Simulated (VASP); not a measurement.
ScHg, 2 atoms in the cell. The structure is cubic, space group Pm-3m (No. 221). Conventional cell: a = 3.480 Å, b = 3.480 Å, c = 3.480 Å, α = 90.00°, β = 90.00°, γ = 90.00°. Within 4.0 Å of Sc (site symmetry m-3m) lie 8 Hg at 3.01 Å and 6 Sc at 3.48 Å. Within 4.0 Å of Hg (site symmetry m-3m) lie 8 Sc at 3.01 Å and 6 Hg at 3.48 Å. 

* Program: VASP 6.6.1
* Task: relaxation of cell and atoms
* Functional: PBEsol
* Potentials or basis: VASP PAW PBE potentials, release 64 (Sc_sv, Hg)
* Cutoff: 600 eV
* k mesh: 10 × 10 × 10
* Occupations: fermi-dirac, width 0.1 eV
* Spin: no spin polarisation
* Dipole correction: no
* Further INCAR settings: ALGO = Normal; EDIFF = 1e-06; IBRION = 2; EDIFFG = -0.002; NSW = 100; ISIF = 3

Potentials or basis: VASP PAW PBE potentials, release 64 (Sc_sv, Hg).

Launch:

```console
$ cat potpaw_PBE.64/Sc_sv/POTCAR potpaw_PBE.64/Hg/POTCAR > POTCAR
$ mpirun -np 1 vasp_std > vasp.out
```

Hardware: 1 thread of Intel Xeon 6975P-C (shared host).

**Question.** Estimate the wall time of this run.

**Answer.** Run time: 110 s on 1 thread of Intel Xeon 6975P-C, on a shared host, peak memory 0.2 GiB. Counts: scf iterations 25, k points 56, ion steps 3.
